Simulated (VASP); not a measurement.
# Se in VASP: notebook

Se is run at these levels: LDA; tasks: relaxation of cell and atoms, single point.

Everything below comes from runs of VASP 6.6.1. Logs are shortened: lines on timing, memory, paths and dates and some standing lists are left out, and cuts for length are marked.

## 1. The cell of the first run

It takes space group Pm-3m (No. 221, cubic). The conventional cell has a = 2.811 Å, b = 2.811 Å, c = 2.811 Å, α = 90.00°, β = 90.00°, γ = 90.00°. Se (site symmetry m-3m) has 6 Se at 2.81 Å within 3.7 Å.

## 2. Relaxation of cell and atoms, LDA, target pressure 60 GPa, at which the enthalpy is minimised

The input, INCAR:

```
SYSTEM = Se
PREC = Accurate
ENCUT = 600
EDIFF = 1E-7
ISMEAR = -1
SIGMA = 0.05
LREAL = .FALSE.
LASPH = .TRUE.
NELM = 60
ALGO = Normal
ISIF = 3
LWAVE = .FALSE.
LCHARG = .FALSE.
GGA = CA
IBRION = 2
NSW = 80
EDIFFG = -0.02
PSTRESS = 600.0
```

The input, KPOINTS:

```
Automatic mesh
0
G
  14 14 14
  0 0 0
```

The input, POSCAR:

```
Se
1.0
    2.8105630200      0.0000000000      0.0000000000
    0.0000000000      2.8105630200      0.0000000000
    0.0000000000      0.0000000000      2.8105630200
Se
1
Direct
    0.0000000000      0.0000000000      0.0000000000
```

Potentials or basis: VASP PAW LDA potentials, release 64 (Se).

Run with:

```console
cat potpaw_LDA.64/Se/POTCAR > POTCAR
mpirun -np 1 vasp_std > vasp.out
```

OUTCAR:

```text
SYSTEM = Se
   PREC = Accurate
   ENCUT = 600
   EDIFF = 1E-7
   ISMEAR = -1
   LREAL = .FALSE.
   LASPH = .TRUE.
   NELM = 60
   ISIF = 3
   GGA = CA
   IBRION = 2
   NSW = 80
   EDIFFG = -0.02
   PSTRESS = 600.0

 ion  position               nearest neighbor table
   1  0.000  0.000  0.000-

  LATTYP: Found a simple cubic cell.
 ALAT       =     2.8105630200

  Lattice vectors:

 A1 = (   2.8105630200,   0.0000000000,   0.0000000000)
 A2 = (   0.0000000000,   2.8105630200,   0.0000000000)
 A3 = (   0.0000000000,   0.0000000000,   2.8105630200)

Analysis of symmetry for initial positions (statically):
=====================================================================
 Subroutine PRICEL returns:
 Original cell was already a primitive cell.

 Routine SETGRP: Setting up the symmetry group for a
 simple cubic supercell.

 Subroutine GETGRP returns: Found 48 space group operations
 (whereof 48 operations were pure point group operations)
 out of a pool of 48 trial point group operations.

The static configuration has the point symmetry O_h .

Analysis of symmetry for dynamics (positions and initial velocities):
=====================================================================
 Subroutine PRICEL returns:
 Original cell was already a primitive cell.

 Routine SETGRP: Setting up the symmetry group for a
 simple cubic supercell.

 Subroutine GETGRP returns: Found 48 space group operations
 (whereof 48 operations were pure point group operations)
 out of a pool of 48 trial point group operations.

The dynamic configuration has the point symmetry O_h .

 Subroutine INISYM returns: Found 48 space group operations
 (whereof 48 operations are pure point group operations),
 and found     1 'primitive' translations

----------------------------------------------------------------------------------------

                                     Primitive cell

  volume of cell :      22.2014

  direct lattice vectors                    reciprocal lattice vectors
     2.810563020  0.000000000  0.000000000     0.355800597  0.000000000  0.000000000
     0.000000000  2.810563020  0.000000000     0.000000000  0.355800597  0.000000000
     0.000000000  0.000000000  2.810563020     0.000000000  0.000000000  0.355800597

  length of vectors
     2.810563020  2.810563020  2.810563020     0.355800597  0.355800597  0.355800597

  position of ions in fractional coordinates (direct lattice)
     0.000000000  0.000000000  0.000000000

  ion indices of the primitive-cell ions
   primitive index   ion index
                 1           1

----------------------------------------------------------------------------------------

 KPOINTS: Automatic mesh

Automatic generation of k-mesh.
 Grid dimensions read from file:
 generate k-points for:   14   14   14

 Generating k-lattice:

  Cartesian coordinates                     Fractional coordinates (reciprocal lattice)
     0.025414328  0.000000000  0.000000000     0.071428571  0.000000000  0.000000000
     0.000000000  0.025414328  0.000000000     0.000000000  0.071428571  0.000000000
     0.000000000  0.000000000  0.025414328     0.000000000  0.000000000  0.071428571

  Length of vectors
     0.025414328  0.025414328  0.025414328

  Shift w.r.t. Gamma in fractional coordinates (k-lattice)
     0.000000000  0.000000000  0.000000000

 Subroutine IBZKPT returns following result:
 ===========================================

 Found    120 irreducible k-points:

 Following reciprocal coordinates:
            Coordinates               Weight
  0.000000  0.000000  0.000000      1.000000
  0.071429  0.000000  0.000000      6.000000
  0.142857  0.000000  0.000000      6.000000
  0.214286  0.000000  0.000000      6.000000
  0.285714  0.000000  0.000000      6.000000
  0.357143  0.000000  0.000000      6.000000
[... 16 lines left out ...]
  0.285714  0.214286  0.000000     24.000000
  0.357143  0.214286  0.000000     24.000000
 [... further k-points ...]
   k-points           NKPTS =    120   k-points in BZ     NKDIM =    120   number of bands    NBANDS=      7
   number of dos      NEDOS =    301   number of ions     NIONS =      1
   total plane-waves  NPLWV =  13824
   dimension x,y,z NGX =    24 NGY =   24 NGZ =   24
   dimension x,y,z NGXF=    48 NGYF=   48 NGZF=   48
   ions per type =               1
   NGX,Y,Z   is equivalent  to a cutoff of  14.20, 14.20, 14.20 a.u.
   NGXF,Y,Z  is equivalent  to a cutoff of  28.39, 28.39, 28.39 a.u.
 SYSTEM =  Se
   PREC   = accura    normal or accurate (medium, high low for compatibility)
   ISTART =      0    job   : 0-new  1-cont  2-samecut
   ICHARG =      2    charge: 1-file 2-atom 10-const
   ISPIN  =      1    spin polarized calculation?
   LNONCOLLINEAR =      F non collinear calculations
   LSORBIT =      F    spin-orbit coupling
   LASPH  =      T    aspherical Exc in radial PAW
   ENCUT  =  600.0 eV  44.10 Ry    6.64 a.u.   5.61  5.61  5.61*2*pi/ulx,y,z
   NELM   =     60;   NELMIN=  2; NELMDL= -5     # of ELM steps
   EDIFF  = 0.1E-06   stopping-criterion for ELM
   LREAL  =      F    real-space projection
   EDIFFG = -.2E-01   stopping-criterion for IOM
   NSW    =     80    number of steps for IOM
   IBRION =      2    ionic relax: 0-MD 1-quasi-New 2-CG
   NFREE  =      1    steps in history (QN), initial steepest desc. (CG)
   ISIF   =      3    stress and relaxation
   ISYM   =      2    0-nonsym 1-usesym 2-fastsym
   POTIM  = 0.5000    time-step for ionic-motion
   TEBEG  =    0.0;   TEEND  =   0.0 temperature during run
   PSTRESS=  600.0 pullay stress
   NELECT =       6.0000    total number of electrons
   NUPDOWN=      -1.0000    fix difference up-down
   EMIN   =  10.00;   EMAX   =-10.00  energy-range for DOS
   EFERMI =   0.00;   METHOD = LEGACY
   ISMEAR =    -1;   SIGMA  =   0.05  broadening in eV -4-tet -1-fermi 0-gaus
   EFERMI_NEDOS =   21; number of points for ismear=-14 and -15
   IALGO  =     38    algorithm
   IMIX   =      4    mixing-type and parameters
     AMIX     =   0.40;   BMIX     =  1.00
     AMIX_MAG =   1.60;   BMIX_MAG =  1.00
  volume/ion in A,a.u.               =      22.20       149.82
  Fermi-wavevector in a.u.,A,eV,Ry     =   1.058438  2.000157 15.242472  1.120290
  Thomas-Fermi vector in A             =   2.193747
   LORBIT       =      0    0 simple, 1 ext, 2 COOP (PROOUT), +10 PAW based schemes
   GGA     = CA    functional components
   LHFCALC =     F    Hartree Fock is set to
   AEXX    =    0.0000 exact exchange contribution
   IVDW    =     0    specifies the selected vdW correction
   LEPSILON=     F    determine dielectric tensor
   LRPA    =     F    only Hartree local field effects (RPA)
 conjugate gradient relaxation of ions
 non-spin polarized calculation
  energy-cutoff  :      600.00
  volume of cell :       22.20
 maximum number of plane-waves:       768
 NGX is ok and might be reduce to    24
   NGX = 11   NGY = 11   NGZ = 11

--------------------------------------- Ionic step        1  -------------------------------------------

 number of electron       5.9999998 magnetization

 Free energy of the ion-electron system (eV)
  ---------------------------------------------------
  ext. energy  EPLUGINS =         0.00000000
  ---------------------------------------------------
  free energy    TOTEN  =        -4.07764703 eV

  energy without entropy =       -4.07391268  energy(sigma->0) =       -4.07577985

 E-fermi :   4.9208     XC(G=0): -10.2381

 val. band max:        4.8811203436   @ k =   0.5000   0.2857   0.2143
 cond. band min:       4.9919702098   @ k =   0.2143   0.2143   0.1429
 fundamental gap:      0.1108498662
 Fermi energy:         4.9207517428

 k-point     1 :       0.0000    0.0000    0.0000
  band No.  band energies     occupation
      1     -11.2539      2.00000
      2       6.3404      0.00000
      3       6.3404      0.00000
      4       6.3404      0.00000
      5      12.6701      0.00000
      6      12.7125      0.00000
      7      12.7125      0.00000

 k-point     2 :       0.0714    0.0000    0.0000
  band No.  band energies     occupation
      1     -11.1799      2.00000
      2       5.5312      0.00001
      3       6.3988      0.00000
      4       6.3988      0.00000
      5      12.7707      0.00000
      6      12.7874      0.00000
      7      13.6617      0.00000
[... 756 lines left out ...]
  FREE ENERGIE OF THE ION-ELECTRON SYSTEM (eV)
  ---------------------------------------------------
  free  energy   TOTEN  =        -3.3179944148 eV

  energy  without entropy=       -3.3143696586  energy(sigma->0) =       -3.31618204

  enthalpy is  TOTEN    =         2.4494558363 eV   P V=        5.7674502511

--------------------------------------- Ionic step        9  -------------------------------------------

 number of electron       6.0000001 magnetization

 Free energy of the ion-electron system (eV)
  ---------------------------------------------------
  ext. energy  EPLUGINS =         0.00000000
  ---------------------------------------------------
  free energy    TOTEN  =        -3.23856164 eV

  energy without entropy =       -3.23494045  energy(sigma->0) =       -3.23675105

 E-fermi :  10.8429     XC(G=0): -11.9440

 val. band max:       10.8004439406   @ k =   0.4286   0.2143   0.2143
 cond. band min:      10.8543208057   @ k =   0.3571   0.1429   0.1429
 fundamental gap:      0.0538768651
 Fermi energy:        10.8428828719

 k-point     1 :       0.0000    0.0000    0.0000
  band No.  band energies     occupation
      1      -9.9104      2.00000
      2      12.6335      0.00000
      3      12.6335      0.00000
      4      12.6335      0.00000
      5      17.6016      0.00000
      6      17.6016      0.00000
      7      20.8834      0.00000

 k-point     2 :       0.0714    0.0000    0.0000
  band No.  band energies     occupation
      1      -9.7973      2.00000
      2      11.1852      0.00212
      3      12.7327      0.00000
      4      12.7327      0.00000
      5      17.7009      0.00000
      6      18.7369      0.00000
      7      21.4894      0.00000
[... 242 lines left out ...]
 POSITION                                       TOTAL-FORCE (eV/Angst)
 -----------------------------------------------------------------------------------
      0.00000      0.00000      0.00000         0.000000      0.000000      0.000000
 -----------------------------------------------------------------------------------
    total drift:                               -0.000000      0.000000      0.000000

  FREE ENERGIE OF THE ION-ELECTRON SYSTEM (eV)
  ---------------------------------------------------
  free  energy   TOTEN  =        -3.2385616428 eV

  energy  without entropy=       -3.2349404480  energy(sigma->0) =       -3.23675105

  enthalpy is  TOTEN    =         2.4466079237 eV   P V=        5.6851695665

 reached required accuracy - stopping structural energy minimisation
```

Wall time 23 s (1 thread of Intel Xeon 6975P-C (Granite Rapids), shared host); peak memory 0.17 GiB.

What came out:

```
Free energy                                            : -3.2386 eV
Relaxed volume                                         : 15.18 Å³/atom
Relaxed cell                                           : a = 2.476 Å, b = 2.476 Å, c = 2.476 Å, α = 90.00°, β = 90.00°, γ = 90.00°
Space group after relaxing (to 0.05 Å)                 : Pm-3m (No. 221)
Energy change on relaxing (the enthalpy is what falls) : +839.1 meV/atom
Ionic steps                                            : 9
Pressure after relaxing                                : 60.0 GPa
Band gap on the k mesh                                 : zero (band 3 reaches 15.39 eV, above the bottom of band 4 at 5.47 eV)
```

The path:
| step | energy change (eV) | largest force (eV/Å) | pressure (GPa) | volume (Å³) |
| --- | --- | --- | --- | --- |
| 1 | 0.0000 | 0.0000 | -3.42 | 22.20 |
| 2 | 50.1526 | 0.0000 | 4170.52 | 4.24 |
| 3 | 0.0062 | 0.0000 | 5.14 | 20.16 |
| 4 | 0.0903 | 0.0000 | 14.35 | 18.73 |
| 5 | 1.0935 | 0.0000 | 71.86 | 14.56 |
| 6 | 0.8261 | 0.0000 | 59.31 | 15.22 |
| 7 | 0.8722 | 0.0000 | 61.73 | 15.09 |
| 8 | 0.7597 | 0.0000 | 55.93 | 15.40 |
| 9 | 0.8391 | 0.0000 | 60.00 | 15.18 |

Final structure:
```
Se
1.0
     2.47610    0.00000    0.00000
     0.00000    2.47610    0.00000
     0.00000    0.00000    2.47610
Se
1
Direct
  0.00000 0.00000 0.00000
```

Caveat: the cell is relaxed towards a set pressure, so the enthalpy falls and the energy may rise; the volume moved by over 15 % at a fixed basis, so the end points are rough.

## 3. Single point, LDA

This run uses another cell than the first one, of 21.23 Å³/atom, 0.956 times its volume.

The input, INCAR:

```
SYSTEM = Se
ALGO     = Normal         ! electronic algorithm
EDIFF    = 1E-7           ! SCF threshold, eV
ENCUT    = 520            ! plane-wave cutoff, eV
ISIF     = 2              ! what is computed and relaxed
ISMEAR   = -1             ! smearing method
LASPH    = .TRUE.         ! aspherical terms in the spheres
LCHARG   = .FALSE.        ! write CHGCAR
LREAL    = .FALSE.        ! projectors in reciprocal space
LWAVE    = .FALSE.        ! write WAVECAR
NBANDS   = 9              ! bands
NELM     = 80             ! most SCF steps
PREC     = Accurate       ! precision mode
SIGMA    = 0.05           ! smearing width, eV
```

The input, KPOINTS:

```
k-points
0
G
  19 19 19
  0 0 0
```

The input, POSCAR:

```
Se
1.0
    2.6913170191      0.3505808257      0.5489737654
   -0.4620051884      2.6744430109      0.5489737654
   -0.4620051884     -0.6269094742      2.6572546218
Se
1
Direct
    0.0000000000      0.0000000000      0.0000000000
```

Potentials or basis: VASP PAW LDA potentials, release 64 (Se).

Run with:

```console
cat potpaw_LDA.64/Se/POTCAR > POTCAR
mpirun -np 1 vasp_std > vasp.out
```

Wall time 24 s (1 thread of Intel Xeon 6975P-C (Granite Rapids), shared host); peak memory 0.23 GiB.

Results (log left out):

| Quantity | Value |
| --- | --- |
| Free energy | -4.0810 eV |
| Pressure | 0.2 GPa |
| Band gap on the k mesh | zero (band 3 reaches 8.54 eV, above the bottom of band 4 at 2.00 eV) |

Levels at points of the mesh, in eV from the Fermi level:
| k point | band 1 | band 2 | band 3 | band 4 | band 5 | band 6 |
| --- | --- | --- | --- | --- | --- | --- |
| (0.00, 0.00, 0.00) | -16.64 | 1.44 | 1.44 | 1.44 | 7.67 | 7.67 |
